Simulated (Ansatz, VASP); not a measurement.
# Two plane-wave programs on Nb

```xyz
1
Lattice="-1.6867 1.6867 1.6193 1.6867 -1.6867 1.6193 1.6867 1.6867 -1.6193" Properties=species:S:1:pos:R:3 pbc="T T T"
Nb    0.0000    0.0000    0.0000
```

Alike in both runs: task single point; functional PBE; k mesh 22 × 22 × 22; occupations gaussian, width 0.15 eV; no spin polarisation.

|  | VASP | Ansatz |
| --- | --- | --- |
| version | VASP 6.6.1 | Ansatz 0.2.0 |
| potentials or method | VASP PAW PBE potentials, release 64 (Nb_sv), cutoff 520 eV | scalar-relativistic, plane waves, PAW |
| valence electrons in the cell | 13 | 13 |

VASP gave:

```
gap on the k mesh at the Fermi level (eV)                     : none
pressure (GPa)                                                : -2.8
traceless stress, the component that is largest in VASP (GPa) : 2.49
```

Question: Which values does Ansatz return?

Answer: gap on the k mesh at the Fermi level (eV): none; pressure (GPa): -2.5; traceless stress, the component that is largest in VASP (GPa): 2.49.

A gap of «none» marks a metal or a gap that the smearing closes.
